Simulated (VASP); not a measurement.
# Ge2Sb2Te5 (P-3m1) in VASP: further runs

The runs below take Ge2Sb2Te5 through relaxation of cell and atoms, single point, with LDA, PBE.

All numbers are computed with VASP 6.6.1; they aren't measurements. Logs are shortened: lines on timing, memory, paths and dates and some standing lists are left out, and cuts for length are marked.

## Step 1: The cell of the first run

It takes space group P-3m1 (No. 164, trigonal). Conventional cell: a = 4.294 Å, b = 4.294 Å, c = 17.101 Å, α = 90.00°, β = 90.00°, γ = 120.00°. Within 4.0 Å of Te (site symmetry 3m) lie 3 Sb at 3.01 Å and 3 Te at 3.70 Å. Within 3.9 Å of Te (site symmetry 3m) lie 3 Ge at 3.00 Å and 3 Sb at 3.20 Å. Te (site symmetry -3m) has 6 Ge at 3.04 Å within 4.0 Å. Within 4.0 Å of Sb (site symmetry 3m) lie 6 Te at 3.01 to 3.20 Å. Ge (site symmetry 3m) has 6 Te at 3.00 to 3.04 Å within 3.9 Å.

## Step 2: Relaxation of cell and atoms, LDA

INCAR

```
  ALGO = Normal
  EDIFF = 1E-7
  EDIFFG = -0.01
  ENCUT = 600
  IBRION = 2
  ISIF = 3
  ISMEAR = -1
  LASPH = True
  LCHARG = False
  LREAL = False
  LWAVE = False
  NELM = 80
  NSW = 60
  PREC = Accurate
  SIGMA = 0.05
```

KPOINTS

```
k-points
0
Gamma
  5 5 2
```

POSCAR

```
Ge2Sb2Te5
1.0
    4.2940644248      0.0000000000      0.0000000000
   -2.1470322124      3.7187688774      0.0000000000
    0.0000000000      0.0000000000     17.1013460000
Te Sb Ge
5 2 2
Direct
    0.6666666667      0.3333333333      0.4198920000
    0.3333333333      0.6666666667      0.5801080000
    0.3333333333      0.6666666667      0.2015420000
    0.6666666667      0.3333333333      0.7984580000
    0.0000000000      0.0000000000      0.0000000000
    0.0000000000      0.0000000000      0.3200680000
    0.0000000000      0.0000000000      0.6799320000
    0.6666666667      0.3333333333      0.1028950000
    0.3333333333      0.6666666667      0.8971050000
```

Potentials or basis: VASP PAW LDA potentials, release 64 (Te, Sb, Ge_d).

On the command line:

```console
> cat potpaw_LDA.64/Te/POTCAR potpaw_LDA.64/Sb/POTCAR potpaw_LDA.64/Ge_d/POTCAR > POTCAR
> mpirun -np 1 vasp_std > vasp.out
```

OUTCAR:

```text
EDIFF = 1E-7
   EDIFFG = -0.01
   ENCUT = 600
   IBRION = 2
   ISIF = 3
   ISMEAR = -1
   LASPH = True
   LREAL = False
   NELM = 80
   NSW = 60
   PREC = Accurate

 ion  position               nearest neighbor table
   1  0.667  0.333  0.420-   6 3.01   6 3.01   6 3.01
   2  0.333  0.667  0.580-   7 3.01   7 3.01   7 3.01
   3  0.333  0.667  0.202-   8 3.00   8 3.00   8 3.00   6 3.20   6 3.20   6 3.20
   4  0.667  0.333  0.798-   9 3.00   9 3.00   9 3.00   7 3.20   7 3.20   7 3.20
   5  0.000  0.000  0.000-   8 3.04   9 3.04   8 3.04   9 3.04   8 3.04   9 3.04
   6  0.000  0.000  0.320-   1 3.01   1 3.01   1 3.01   3 3.20   3 3.20   3 3.20
   7  0.000  0.000  0.680-   2 3.01   2 3.01   2 3.01   4 3.20   4 3.20   4 3.20
   8  0.667  0.333  0.103-   3 3.00   3 3.00   3 3.00   5 3.04   5 3.04   5 3.04
   9  0.333  0.667  0.897-   4 3.00   4 3.00   4 3.00   5 3.04   5 3.04   5 3.04

  LATTYP: Found a hexagonal cell.
 ALAT       =     4.2940644248
 C/A-ratio  =     3.9825545936

  Lattice vectors:

 A1 = (   4.2940644248,   0.0000000000,   0.0000000000)
 A2 = (  -2.1470322124,   3.7187688774,   0.0000000000)
 A3 = (   0.0000000000,   0.0000000000,  17.1013460000)

Analysis of symmetry for initial positions (statically):
=====================================================================
 Subroutine PRICEL returns:
 Original cell was already a primitive cell.

 Routine SETGRP: Setting up the symmetry group for a
 hexagonal supercell.

 Subroutine GETGRP returns: Found 12 space group operations
 (whereof 12 operations were pure point group operations)
 out of a pool of 24 trial point group operations.

The static configuration has the point symmetry D_3d.

Analysis of symmetry for dynamics (positions and initial velocities):
=====================================================================
 Subroutine PRICEL returns:
 Original cell was already a primitive cell.

 Routine SETGRP: Setting up the symmetry group for a
 hexagonal supercell.

 Subroutine GETGRP returns: Found 12 space group operations
 (whereof 12 operations were pure point group operations)
 out of a pool of 24 trial point group operations.

The dynamic configuration has the point symmetry D_3d.

 Subroutine INISYM returns: Found 12 space group operations
 (whereof 12 operations are pure point group operations),
 and found     1 'primitive' translations

----------------------------------------------------------------------------------------

                                     Primitive cell

  volume of cell :     273.0851

  direct lattice vectors                    reciprocal lattice vectors
     4.294064425  0.000000000  0.000000000     0.232879599  0.134453099  0.000000000
    -2.147032212  3.718768877  0.000000000     0.000000000  0.268906198  0.000000000
     0.000000000  0.000000000 17.101346000     0.000000000  0.000000000  0.058474929

  length of vectors
     4.294064425  4.294064425 17.101346000     0.268906198  0.268906198  0.058474929

  position of ions in fractional coordinates (direct lattice)
     0.666666667  0.333333333  0.419892000
     0.333333333  0.666666667  0.580108000
     0.333333333  0.666666667  0.201542000
     0.666666667  0.333333333  0.798458000
     0.000000000  0.000000000  0.000000000
     0.000000000  0.000000000  0.320068000
     0.000000000  0.000000000  0.679932000
     0.666666667  0.333333333  0.102895000
     0.333333333  0.666666667  0.897105000

  ion indices of the primitive-cell ions
   primitive index   ion index
                 1           1
                 2           2
                 3           3
                 4           4
                 5           5
                 6           6
                 7           7
                 8           8
                 9           9

----------------------------------------------------------------------------------------

 KPOINTS: k-points

Automatic generation of k-mesh.
 Grid dimensions read from file:
 generate k-points for:    5    5    2

 Generating k-lattice:

  Cartesian coordinates                     Fractional coordinates (reciprocal lattice)
     0.046575920  0.026890620  0.000000000     0.200000000  0.000000000  0.000000000
     0.000000000  0.053781240  0.000000000     0.000000000  0.200000000  0.000000000
     0.000000000  0.000000000  0.029237465     0.000000000  0.000000000  0.500000000

  Length of vectors
     0.053781240  0.053781240  0.029237465

  Shift w.r.t. Gamma in fractional coordinates (k-lattice)
     0.000000000  0.000000000  0.000000000

 Subroutine IBZKPT returns following result:
 ===========================================

 Found     10 irreducible k-points:

 Following reciprocal coordinates:
            Coordinates               Weight
  0.000000  0.000000  0.000000      1.000000
  0.200000  0.000000  0.000000      6.000000
  0.400000  0.000000  0.000000      6.000000
  0.200000  0.200000  0.000000      6.000000
  0.400000  0.200000  0.000000      6.000000
  0.000000  0.000000  0.500000      1.000000
  0.200000  0.000000  0.500000      6.000000
  0.400000  0.000000  0.500000      6.000000
  0.200000  0.200000  0.500000      6.000000
  0.400000  0.200000  0.500000      6.000000
   k-points           NKPTS =     10   k-points in BZ     NKDIM =     10   number of bands    NBANDS=     40
   number of dos      NEDOS =    301   number of ions     NIONS =      9
   total plane-waves  NPLWV = 181440
   dimension x,y,z NGX =    36 NGY =   36 NGZ =  140
   dimension x,y,z NGXF=    72 NGYF=   72 NGZF=  280
   ions per type =               5   2   2
   NGX,Y,Z   is equivalent  to a cutoff of  13.94, 13.94, 13.61 a.u.
   NGXF,Y,Z  is equivalent  to a cutoff of  27.88, 27.88, 27.22 a.u.
 SYSTEM =  unknown system
   PREC   = accura    normal or accurate (medium, high low for compatibility)
   ISTART =      0    job   : 0-new  1-cont  2-samecut
   ICHARG =      2    charge: 1-file 2-atom 10-const
   ISPIN  =      1    spin polarized calculation?
   LNONCOLLINEAR =      F non collinear calculations
   LSORBIT =      F    spin-orbit coupling
   LASPH  =      T    aspherical Exc in radial PAW
   ENCUT  =  600.0 eV  44.10 Ry    6.64 a.u.   8.58  8.58 34.16*2*pi/ulx,y,z
   NELM   =     80;   NELMIN=  2; NELMDL= -5     # of ELM steps
   EDIFF  = 0.1E-06   stopping-criterion for ELM
   LREAL  =      F    real-space projection
   EDIFFG = -.1E-01   stopping-criterion for IOM
   NSW    =     60    number of steps for IOM
   IBRION =      2    ionic relax: 0-MD 1-quasi-New 2-CG
   NFREE  =      1    steps in history (QN), initial steepest desc. (CG)
   ISIF   =      3    stress and relaxation
   ISYM   =      2    0-nonsym 1-usesym 2-fastsym
   POTIM  = 0.5000    time-step for ionic-motion
   TEBEG  =    0.0;   TEEND  =   0.0 temperature during run
   PSTRESS=    0.0 pullay stress
   NELECT =      68.0000    total number of electrons
   NUPDOWN=      -1.0000    fix difference up-down
   EMIN   =  10.00;   EMAX   =-10.00  energy-range for DOS
   EFERMI =   0.00;   METHOD = LEGACY
   ISMEAR =    -1;   SIGMA  =   0.05  broadening in eV -4-tet -1-fermi 0-gaus
   EFERMI_NEDOS =   21; number of points for ismear=-14 and -15
   IALGO  =     38    algorithm
   IMIX   =      4    mixing-type and parameters
     AMIX     =   0.40;   BMIX     =  1.00
     AMIX_MAG =   1.60;   BMIX_MAG =  1.00
  volume/ion in A,a.u.               =      30.34       204.76
  Fermi-wavevector in a.u.,A,eV,Ry     =   1.029940  1.946304 14.432730  1.060776
  Thomas-Fermi vector in A             =   2.164013
   LORBIT       =      0    0 simple, 1 ext, 2 COOP (PROOUT), +10 PAW based schemes
   GGA     = CA    functional components
   LHFCALC =     F    Hartree Fock is set to
   AEXX    =    0.0000 exact exchange contribution
   IVDW    =     0    specifies the selected vdW correction
   LEPSILON=     F    determine dielectric tensor
   LRPA    =     F    only Hartree local field effects (RPA)
 conjugate gradient relaxation of ions
 non-spin polarized calculation
  energy-cutoff  :      600.00
  volume of cell :      273.09
 maximum number of plane-waves:      9151
 NGX is ok and might be reduce to    36
   NGX = 17   NGY = 17   NGZ = 69

--------------------------------------- Ionic step        1  -------------------------------------------

 number of electron      68.0000023 magnetization

 Free energy of the ion-electron system (eV)
  ---------------------------------------------------
  ext. energy  EPLUGINS =         0.00000000
  ---------------------------------------------------
  free energy    TOTEN  =       -39.78881270 eV

  energy without entropy =      -39.78676772  energy(sigma->0) =      -39.78779021

------------------------ aborting loop because EDIFF is reached ----------------------------------------

  FORCE on cell =-STRESS in cart. coord.  units (eV):
  Direction    XX          YY          ZZ          XY          YZ          ZX
  --------------------------------------------------------------------------------------
  -------------------------------------------------------------------------------------
  Total       -5.5468548     -5.5468548     -5.5766505      0.0000000      0.0000000     -0.0000000
  in kB      -32.5431313    -32.5431313    -32.7179413      0.0000000      0.0000000     -0.0000000
  external PRESSURE =     -32.6014013 kB  Pullay stress =       0.0000000 kB
[... 30 lines left out ...]
--------------------------------------- Ionic step        2  -------------------------------------------

 number of electron      67.9999988 magnetization

 E-fermi :   7.3179     XC(G=0): -10.0440

 val. band max:        7.1783463897   @ k =   0.0000   0.0000   0.5000
 cond. band min:       7.3244474025   @ k =   0.0000   0.0000   0.0000
 fundamental gap:      0.1461010127
 Fermi energy:         7.3178752278

 k-point     1 :       0.0000    0.0000    0.0000
  band No.  band energies     occupation
      1     -17.8317      2.00000
      2     -17.8317      2.00000
      3     -17.8306      2.00000
      4     -17.8306      2.00000
      5     -17.8218      2.00000
      6     -17.8218      2.00000
[... 498 lines left out ...]
  FREE ENERGIE OF THE ION-ELECTRON SYSTEM (eV)
  ---------------------------------------------------
  free  energy   TOTEN  =       -39.9675405559 eV

  energy  without entropy=      -39.9635192104  energy(sigma->0) =      -39.96552988

[... ionic steps 4 to 21 ...]

--------------------------------------- Ionic step       22  -------------------------------------------

 number of electron      67.9999987 magnetization

------------------------ aborting loop because EDIFF is reached ----------------------------------------
[... 81 lines left out ...]
--------------------------------------- Ionic step       24  -------------------------------------------

 number of electron      67.9999985 magnetization

 Free energy of the ion-electron system (eV)
  ---------------------------------------------------
  ext. energy  EPLUGINS =         0.00000000
  ---------------------------------------------------
  free energy    TOTEN  =       -39.98819196 eV

  energy without entropy =      -39.98382091  energy(sigma->0) =      -39.98600643

 E-fermi :   6.9908     XC(G=0):  -9.9375

 val. band max:        6.9734300231   @ k =   0.0000   0.0000   0.0000
 cond. band min:       7.0657323385   @ k =   0.0000   0.0000   0.0000
 fundamental gap:      0.0923023155
 Fermi energy:         6.9908311804

 k-point     1 :       0.0000    0.0000    0.0000
  band No.  band energies     occupation
      1     -18.1648      2.00000
      2     -18.1648      2.00000
      3     -18.1636      2.00000
      4     -18.1636      2.00000
      5     -18.1553      2.00000
      6     -18.1553      2.00000
[... 455 lines left out ...]
  FREE ENERGIE OF THE ION-ELECTRON SYSTEM (eV)
  ---------------------------------------------------
  free  energy   TOTEN  =       -39.9881919584 eV

  energy  without entropy=      -39.9838209116  energy(sigma->0) =      -39.98600643

 reached required accuracy - stopping structural energy minimisation
```

It took 39 min on 1 thread of Intel Xeon Platinum 8259CL at 2.50GHz (Skylake/Cascade Lake), shared host; peak memory 0.46 GiB.

Results:

* Free energy: -39.9882 eV
* Relaxed volume: 28.41 Å³/atom
* Relaxed cell: a = 4.195 Å, b = 4.195 Å, c = 16.778 Å, α = 90.00°, β = 90.00°, γ = 120.00°
* Space group after relaxing (to 0.1 Å): P-3m1 (No. 164)
* Energy gained by relaxing: 22.2 meV/atom
* Ionic steps: 24
* Pressure after relaxing: 0.0 GPa
* Largest force after relaxing: 0.008 eV/Å
* Band gap on the k mesh: 0.09 eV

Forces on the atoms (eV/Å):
```
Te   0.000  0.000  0.001
Te   0.000  0.000 -0.001
Te   0.000  0.000 -0.008
Te   0.000  0.000  0.008
Te   0.000  0.000  0.000
Sb   0.000  0.000 -0.003
Sb   0.000  0.000  0.003
Ge   0.000  0.000 -0.001
Ge   0.000  0.000  0.001
```

Step by step:
```
step  energy change (eV)  largest force (eV/Å)  pressure (GPa)  volume (Å³)
   1              0.0000                0.2254           -3.26       273.09
   2             -0.1376                0.4501            1.80       249.40
   3             -0.1787                0.2349           -0.02       256.67
   4             -0.1875                0.1195           -0.01       256.02
   5             -0.1917                0.1192            0.02       255.14
   6             -0.1942                0.0819            0.00       255.14
   7             -0.1969                0.0402           -0.03       255.13
   8             -0.1970                0.0416           -0.04       255.13
   9             -0.1974                0.0320            0.08       254.72
  10             -0.1974                0.0338            0.11       254.63
  11             -0.1977                0.0284            0.08       254.80
  12             -0.1980                0.0358            0.00       255.22
  13             -0.1982                0.0302           -0.02       255.29
  14             -0.1986                0.0247           -0.05       255.51
  15             -0.1990                0.0293           -0.10       255.95
  16             -0.1991                0.0239           -0.05       255.81
  17             -0.1992                0.0262           -0.02       255.71
  18             -0.1992                0.0307            0.04       255.51
  19             -0.1992                0.0285            0.00       255.60
  20             -0.1992                0.0292            0.01       255.58
  21             -0.1992                0.0246            0.02       255.59
  22             -0.1993                0.0124            0.01       255.62
  23             -0.1993                0.0188            0.02       255.69
  24             -0.1994                0.0078            0.02       255.65
```

Final structure:
```
Te Sb Ge
1.0
     4.19454    0.00000    0.00000
    -2.09727    3.63258    0.00000
     0.00000    0.00000   16.77843
Te Sb Ge
5 2 2
Cartesian
  2.0973 1.2109 7.0303
  0.0000 2.4217 9.7481
  0.0000 2.4217 3.3208
  2.0973 1.2109 13.4577
  0.0000 0.0000 0.0000
  0.0000 0.0000 5.3189
  0.0000 0.0000 11.4595
  2.0973 1.2109 1.6889
  0.0000 2.4217 15.0895
```

Caveat: spin-orbit coupling is left out, which moves the levels of the heavy elements. A k mesh can miss the band edges.

[end of part 1 of 2]
